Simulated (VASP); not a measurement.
# Rb (I4_1/amd) in VASP: a series of runs

Runs on Rb. Level: PBE. Tasks: single point.

Program: VASP 6.6.1. These are calculated values, not measurements. Logs are shortened: lines on timing, memory, paths and dates and some standing lists are left out, and cuts for length are marked.

## (1) The cell of the first run

The structure is tetragonal, space group I4_1/amd (No. 141). Conventional cell: a = 4.789 Å, b = 4.789 Å, c = 17.090 Å, α = 90.00°, β = 90.00°, γ = 90.00°.

## (2) Single point, PBE

Contents of INCAR:

```
ALGO = Fast
EDIFF = 1E-6
ENCUT = 520
GGA = PE
ISIF = 2
ISMEAR = -1
LASPH = T
LCHARG = F
LREAL = F
LWAVE = F
NBANDS = 16
NELM = 80
PREC = Accurate
SIGMA = 0.05
```

Contents of KPOINTS:

```
k-points
0
Gamma
  8 8 8
```

Contents of POSCAR:

```
Rb
1.0
   -2.3947433466      2.3947433466      8.5448869893
    2.3947433466     -2.3947433466      8.5448869893
    2.3947433466      2.3947433466     -8.5448869893
Rb
2
Direct
    0.5000000000      0.5000000000      0.0000000000
    0.2500000000      0.7500000000      0.5000000000
```

Potentials or basis: VASP PAW PBE potentials, release 64 (Rb_sv).

On the command line:

```sh
$ cat potpaw_PBE.64/Rb_sv/POTCAR > POTCAR
$ mpirun -np 1 vasp_std > vasp.out
```

OUTCAR:

```text
EDIFF = 1E-6
   ENCUT = 520
   GGA = PE
   ISIF = 2
   ISMEAR = -1
   LASPH = T
   LREAL = F
   NELM = 80
   PREC = Accurate

 ion  position               nearest neighbor table
   1  0.500  0.500  0.000-   2 4.90   2 4.90   2 4.90   2 4.90
   2  0.250  0.750  0.500-   1 4.90   1 4.90   1 4.90   1 4.90

  LATTYP: Found a body centered tetragonal cell.
 ALAT       =     4.7894866932
 C/A-ratio  =     3.5681848752

  Lattice vectors:

 A1 = (  -2.3947433466,   2.3947433466,   8.5448869893)
 A2 = (   2.3947433466,  -2.3947433466,   8.5448869893)
 A3 = (   2.3947433466,   2.3947433466,  -8.5448869893)

Analysis of symmetry for initial positions (statically):
=====================================================================
 Subroutine PRICEL returns:
 Original cell was already a primitive cell.

 Routine SETGRP: Setting up the symmetry group for a
 body centered tetragonal supercell.

 Subroutine GETGRP returns: Found 16 space group operations
 (whereof  8 operations were pure point group operations)
 out of a pool of 16 trial point group operations.

The static configuration has the point symmetry D_2d.
 The point group associated with its full space group is D_4h.

Analysis of symmetry for dynamics (positions and initial velocities):
=====================================================================
 Subroutine PRICEL returns:
 Original cell was already a primitive cell.

 Routine SETGRP: Setting up the symmetry group for a
 body centered tetragonal supercell.

 Subroutine GETGRP returns: Found 16 space group operations
 (whereof  8 operations were pure point group operations)
 out of a pool of 16 trial point group operations.

The dynamic configuration has the point symmetry D_2d.
 The point group associated with its full space group is D_4h.

 Subroutine INISYM returns: Found 16 space group operations
 (whereof  8 operations are pure point group operations),
 and found     1 'primitive' translations

----------------------------------------------------------------------------------------

                                     Primitive cell

  volume of cell :     196.0127

  direct lattice vectors                    reciprocal lattice vectors
    -2.394743347  2.394743347  8.544886989     0.000000000  0.208790642  0.058514525
     2.394743347 -2.394743347  8.544886989     0.208790642  0.000000000  0.058514525
     2.394743347  2.394743347 -8.544886989     0.208790642  0.208790642  0.000000000

  length of vectors
     9.191555094  9.191555094  9.191555094     0.216835149  0.216835149  0.295274557

  position of ions in fractional coordinates (direct lattice)
     0.500000000  0.500000000  0.000000000
     0.250000000  0.750000000  0.500000000

  ion indices of the primitive-cell ions
   primitive index   ion index
                 1           1
                 2           2

----------------------------------------------------------------------------------------

 KPOINTS: k-points

Automatic generation of k-mesh.
 Grid dimensions read from file:
 generate k-points for:    8    8    8

 Generating k-lattice:

  Cartesian coordinates                     Fractional coordinates (reciprocal lattice)
     0.000000000  0.026098830  0.007314316     0.125000000  0.000000000  0.000000000
     0.026098830  0.000000000  0.007314316     0.000000000  0.125000000  0.000000000
     0.026098830  0.026098830  0.000000000     0.000000000  0.000000000  0.125000000

  Length of vectors
     0.027104394  0.027104394  0.036909320

  Shift w.r.t. Gamma in fractional coordinates (k-lattice)
     0.000000000  0.000000000  0.000000000

 Subroutine IBZKPT returns following result:
 ===========================================

 Found     59 irreducible k-points:

 Following reciprocal coordinates:
            Coordinates               Weight
  0.000000  0.000000  0.000000      1.000000
  0.125000  0.000000  0.000000      8.000000
  0.250000  0.000000  0.000000      8.000000
  0.375000  0.000000 -0.000000      8.000000
  0.500000  0.000000  0.000000      4.000000
  0.125000  0.125000  0.000000      8.000000
[... 16 lines left out ...]
  0.250000  0.125000  0.125000     16.000000
  0.375000  0.125000  0.125000      8.000000
 [... further k-points ...]
   k-points           NKPTS =     59   k-points in BZ     NKDIM =     59   number of bands    NBANDS=     16
   number of dos      NEDOS =    301   number of ions     NIONS =      2
   total plane-waves  NPLWV = 343000
   dimension x,y,z NGX =    70 NGY =   70 NGZ =   70
   dimension x,y,z NGXF=   140 NGYF=  140 NGZF=  140
   ions per type =               2
   NGX,Y,Z   is equivalent  to a cutoff of  12.66, 12.66, 12.66 a.u.
   NGXF,Y,Z  is equivalent  to a cutoff of  25.32, 25.32, 25.32 a.u.
 SYSTEM =  unknown system
   PREC   = accura    normal or accurate (medium, high low for compatibility)
   ISTART =      0    job   : 0-new  1-cont  2-samecut
   ICHARG =      2    charge: 1-file 2-atom 10-const
   ISPIN  =      1    spin polarized calculation?
   LNONCOLLINEAR =      F non collinear calculations
   LSORBIT =      F    spin-orbit coupling
   LASPH  =      T    aspherical Exc in radial PAW
   ENCUT  =  520.0 eV  38.22 Ry    6.18 a.u.  17.09 17.09 17.09*2*pi/ulx,y,z
   NELM   =     80;   NELMIN=  2; NELMDL= -5     # of ELM steps
   EDIFF  = 0.1E-05   stopping-criterion for ELM
   LREAL  =      F    real-space projection
   EDIFFG = 0.1E-04   stopping-criterion for IOM
   NSW    =      0    number of steps for IOM
   IBRION =     -1    ionic relax: 0-MD 1-quasi-New 2-CG
   NFREE  =      0    steps in history (QN), initial steepest desc. (CG)
   ISIF   =      2    stress and relaxation
   ISYM   =      2    0-nonsym 1-usesym 2-fastsym
   POTIM  = 0.5000    time-step for ionic-motion
   TEBEG  =    0.0;   TEEND  =   0.0 temperature during run
   PSTRESS=    0.0 pullay stress
   NELECT =      18.0000    total number of electrons
   NUPDOWN=      -1.0000    fix difference up-down
   EMIN   =  10.00;   EMAX   =-10.00  energy-range for DOS
   EFERMI =   0.00;   METHOD = LEGACY
   ISMEAR =    -1;   SIGMA  =   0.05  broadening in eV -4-tet -1-fermi 0-gaus
   EFERMI_NEDOS =   21; number of points for ismear=-14 and -15
   IALGO  =     68    algorithm
   IMIX   =      4    mixing-type and parameters
     AMIX     =   0.40;   BMIX     =  1.00
     AMIX_MAG =   1.60;   BMIX_MAG =  1.00
  volume/ion in A,a.u.               =      98.01       661.38
  Fermi-wavevector in a.u.,A,eV,Ry     =   0.738591  1.395735  7.422213  0.545517
  Thomas-Fermi vector in A             =   1.832551
   LORBIT       =      0    0 simple, 1 ext, 2 COOP (PROOUT), +10 PAW based schemes
   GGA     = PE    functional components
   LHFCALC =     F    Hartree Fock is set to
   AEXX    =    0.0000 exact exchange contribution
   IVDW    =     0    specifies the selected vdW correction
   LEPSILON=     F    determine dielectric tensor
   LRPA    =     F    only Hartree local field effects (RPA)
 non-spin polarized calculation
 RMM-DIIS sequential band-by-band and
  energy-cutoff  :      520.00
  volume of cell :      196.01
 maximum number of plane-waves:      5314
 NGX is ok and might be reduce to    70
   NGX = 35   NGY = 35   NGZ = 35

 number of electron      18.0000000 magnetization

 Free energy of the ion-electron system (eV)
  ---------------------------------------------------
  ext. energy  EPLUGINS =         0.00000000
  ---------------------------------------------------
  free energy    TOTEN  =        -1.76758107 eV

  energy without entropy =       -1.75374842  energy(sigma->0) =       -1.76066474

 E-fermi :  -0.1295     XC(G=0):  -5.2806

 val. band max:       -0.1325390845   @ k =  -0.2500   0.3750   0.1250
 cond. band min:      -0.1172384556   @ k =   0.5000   0.1250   0.0000
 fundamental gap:      0.0153006289
 Fermi energy:        -0.1295014943

 k-point     1 :       0.0000    0.0000    0.0000
  band No.  band energies     occupation
      1     -29.1485      2.00000
      2     -29.1446      2.00000
      3     -13.2837      2.00000
      4     -13.1958      2.00000
      5     -13.1958      2.00000
      6     -13.1905      2.00000
[... 8 lines left out ...]
     15       4.0794      0.00000
     16       4.0968      0.00000

 k-point     2 :       0.1250    0.0000    0.0000
  band No.  band energies     occupation
      1     -29.1480      2.00000
      2     -29.1444      2.00000
      3     -13.2799      2.00000
      4     -13.2093      2.00000
      5     -13.2024      2.00000
      6     -13.1953      2.00000
[... 8 lines left out ...]
     15       3.6153      0.00000
     16       4.0441      0.00000

 k-point     3 :       0.2500    0.0000    0.0000
  band No.  band energies     occupation
      1     -29.1468      2.00000
      2     -29.1437      2.00000
      3     -13.2716      2.00000
      4     -13.2396      2.00000
      5     -13.2291      2.00000
      6     -13.1938      2.00000
[... 8 lines left out ...]
     15       3.3744      0.00000
     16       4.0122      0.00000

 k-point     4 :       0.3750    0.0000   -0.0000
  band No.  band energies     occupation
      1     -29.1455      2.00000
      2     -29.1432      2.00000
      3     -13.2733      2.00000
      4     -13.2692      2.00000
      5     -13.2435      2.00000
      6     -13.1950      2.00000
[... 8 lines left out ...]
     15       3.3116      0.00000
     16       3.8860      0.00000
[... 324 lines left out ...]
 k-point    22 :       0.1250    0.1250    0.1250
  band No.  band energies     occupation
      1     -29.1452      2.00000
      2     -29.1427      2.00000
      3     -13.2638      2.00000
      4     -13.2381      2.00000
      5     -13.2331      2.00000
      6     -13.2289      2.00000
[... 8 lines left out ...]
     15       2.4984      0.00000
     16       3.5396      0.00000

 k-point    23 :       0.2500    0.1250    0.1250
  band No.  band energies     occupation
      1     -29.1439      2.00000
      2     -29.1421      2.00000
      3     -13.2672      2.00000
      4     -13.2645      2.00000
      5     -13.2404      2.00000
      6     -13.2336      2.00000
[... 8 lines left out ...]
     15       2.8640      0.00000
     16       3.0454      0.00000

 k-point    24 :       0.3750    0.1250    0.1250
  band No.  band energies     occupation
      1     -29.1433      2.00000
      2     -29.1420      2.00000
      3     -13.2769      2.00000
      4     -13.2748      2.00000
      5     -13.2383      2.00000
      6     -13.2331      2.00000
[... 8 lines left out ...]
     15       3.0185      0.00000
     16       3.0896      0.00000

 [... further k-points ...]
[... 5 lines left out ...]
  --------------------------------------------------------------------------------------
  -------------------------------------------------------------------------------------
  Total       -0.0783077     -0.0783077     -0.0216780      0.0000000     -0.0000000      0.0000000
  in kB       -0.6400745     -0.6400745     -0.1771927      0.0000000     -0.0000000      0.0000000
  external PRESSURE =      -0.4857806 kB  Pullay stress =       0.0000000 kB

 VOLUME and BASIS-vectors are now :
 -----------------------------------------------------------------------------
  energy-cutoff  :      520.00
  volume of cell :      196.01
      direct lattice vectors                 reciprocal lattice vectors
    -2.394743347  2.394743347  8.544886989     0.000000000  0.208790642  0.058514525
     2.394743347 -2.394743347  8.544886989     0.208790642  0.000000000  0.058514525
     2.394743347  2.394743347 -8.544886989     0.208790642  0.208790642  0.000000000

 POSITION                                       TOTAL-FORCE (eV/Angst)
 -----------------------------------------------------------------------------------
      0.00000      0.00000      8.54489        -0.000000     -0.000000      0.000000
      2.39474      0.00000      4.27244         0.000000      0.000000     -0.000000
 -----------------------------------------------------------------------------------
    total drift:                                0.000000      0.000000     -0.000000

  FREE ENERGIE OF THE ION-ELECTRON SYSTEM (eV)
  ---------------------------------------------------
  free  energy   TOTEN  =        -1.7675810664 eV

  energy  without entropy=       -1.7537484153  energy(sigma->0) =       -1.76066474
```

Run time: 17 min. Hardware: 1 thread of Intel Xeon 8259CL, shared host; peak memory 0.74 GiB.

What came out:

```
Free energy            : -1.7676 eV
Pressure               : 0.0 GPa
Band gap on the k mesh : zero (bands 9 and 10 overlap by 2.30 eV)
```

Levels at points of the mesh, in eV from the Fermi level:
```tsv
k point	band 7	band 8	band 9	band 10	band 11	band 12
(0.00, 0.00, 0.00)	-13.06	-13.06	-1.88	0.12	0.57	2.55
(0.50, 0.00, 0.00)	-13.06	-13.05	-0.12	0.25	0.75	1.17
(0.50, 0.50, 0.00)	-13.08	-13.08	1.04	1.04	1.60	1.60
(0.50, 0.50, 0.50)	-13.06	-13.06	-1.26	-1.26	2.00	2.00
```

## (3) Single point, PBE

This run uses another cell than the first one, of 99.93 Å³/atom.

Contents of INCAR:

```
  ALGO = Fast
  EDIFF = 1E-6
  ENCUT = 520
  GGA = PE
  ISIF = 2
  ISMEAR = -1
  LASPH = True
  LCHARG = True
  LELF = True
  LREAL = False
  LVHAR = True
  LWAVE = False
  NBANDS = 16
  NELM = 80
  PREC = Accurate
  SIGMA = 0.05
```

KPOINTS is that of step 2.

Contents of POSCAR:

```
Rb
1.0
   -2.4102940638      2.4102940638      8.6003748233
    2.4102940638     -2.4102940638      8.6003748233
    2.4102940638      2.4102940638     -8.6003748233
Rb
2
Direct
    0.5000000000      0.5000000000      0.0000000000
    0.2500000000      0.7500000000      0.5000000000
```

Potentials or basis: VASP PAW PBE potentials, release 64 (Rb_sv).

On the command line:

```sh
$ cat potpaw_PBE.64/Rb_sv/POTCAR > POTCAR
$ mpirun -np 1 vasp_std > vasp.out
```

Wall time 18 min (1 thread of Intel Xeon 8259CL, shared host); peak memory 0.75 GiB.

The run converged. Its results:

* Free energy: -1.7660 eV
* Pressure: -0.1 GPa
* Band gap on the k mesh: zero (bands 9 and 10 overlap by 2.30 eV)

Levels at points of the mesh, in eV from the Fermi level:
| k point | band 7 | band 8 | band 9 | band 10 | band 11 | band 12 |
| --- | --- | --- | --- | --- | --- | --- |
| (0.00, 0.00, 0.00) | -13.07 | -13.06 | -1.86 | 0.12 | 0.56 | 2.55 |
| (0.50, 0.00, 0.00) | -13.07 | -13.06 | -0.12 | 0.24 | 0.75 | 1.16 |
| (0.50, 0.50, 0.00) | -13.09 | -13.09 | 1.05 | 1.05 | 1.58 | 1.58 |
| (0.50, 0.50, 0.50) | -13.06 | -13.06 | -1.25 | -1.25 | 2.00 | 2.00 |

## (4) Single point, PBE

This run uses another cell than the first one, of 101.85 Å³/atom.

Contents of INCAR:

```
SYSTEM = Rb
PREC = Accurate
ENCUT = 520
EDIFF = 1E-7
ISMEAR = -1
SIGMA = 0.05
LREAL = .False.
LASPH = .True.
NELM = 60
ALGO = Fast
ISIF = 2
LWAVE = .False.
LCHARG = .False.
GGA = PE
NBANDS = 16
```

Contents of KPOINTS:

```
Automatic mesh
0
Gamma
  8 8 8
  0 0 0
```

Contents of POSCAR:

```
Rb
1.0
   -2.4256466692      2.4256466692      8.6551557577
    2.4256466692     -2.4256466692      8.6551557577
    2.4256466692      2.4256466692     -8.6551557577
Rb
2
Direct
    0.5000000000      0.5000000000      0.0000000000
    0.2500000000      0.7500000000      0.5000000000
```

On the command line:

```sh
$ cat potpaw_PBE.64/Rb_sv/POTCAR > POTCAR
$ mpirun -np 1 vasp_std > vasp.out
```

Run time: 25 min. Hardware: 1 thread of Intel Xeon 8259CL, shared host; peak memory 0.69 GiB.

It converged, with:

```yaml
Free_energy: -1.7634 eV
Pressure: -0.1 GPa
Band_gap_on_the_k_mesh: zero (bands 9 and 10 overlap by 2.29 eV)
```

Levels at points of the mesh, in eV from the Fermi level:
| k point | band 7 | band 8 | band 9 | band 10 | band 11 | band 12 |
| --- | --- | --- | --- | --- | --- | --- |
| (0.00, 0.00, 0.00) | -13.08 | -13.07 | -1.83 | 0.12 | 0.55 | 2.54 |
| (0.50, 0.00, 0.00) | -13.08 | -13.07 | -0.12 | 0.24 | 0.76 | 1.15 |
| (0.50, 0.50, 0.00) | -13.09 | -13.09 | 1.06 | 1.06 | 1.57 | 1.57 |
| (0.50, 0.50, 0.50) | -13.07 | -13.07 | -1.23 | -1.23 | 2.00 | 2.00 |

## (5) Overview

| cell | further INCAR settings | gap on the mesh (eV) | pressure (GPa) |
| --- | --- | --- | --- |
| a = 9.192 Å, angles 149.8, 149.8, 43.2°, 2 atoms | ALGO = Fast; EDIFF = 1e-06; NBANDS = 16 | none | 0.0 |
| a = 9.251 Å, angles 149.8, 149.8, 43.2°, 2 atoms | ALGO = Fast; EDIFF = 1e-06; NBANDS = 16 | none | -0.1 |
| a = 9.310 Å, angles 149.8, 149.8, 43.2°, 2 atoms | ALGO = Fast; EDIFF = 1e-07; NBANDS = 16 | none | -0.1 |

Alike in all rows: task single point; level PBE; potentials or basis VASP PAW PBE potentials, release 64 (Rb_sv); no spin polarisation; k mesh 8 × 8 × 8; cutoff (eV) 520; smearing fermi-dirac 0.05 eV.

Absolute energies hang on the potentials; compare differences alone.
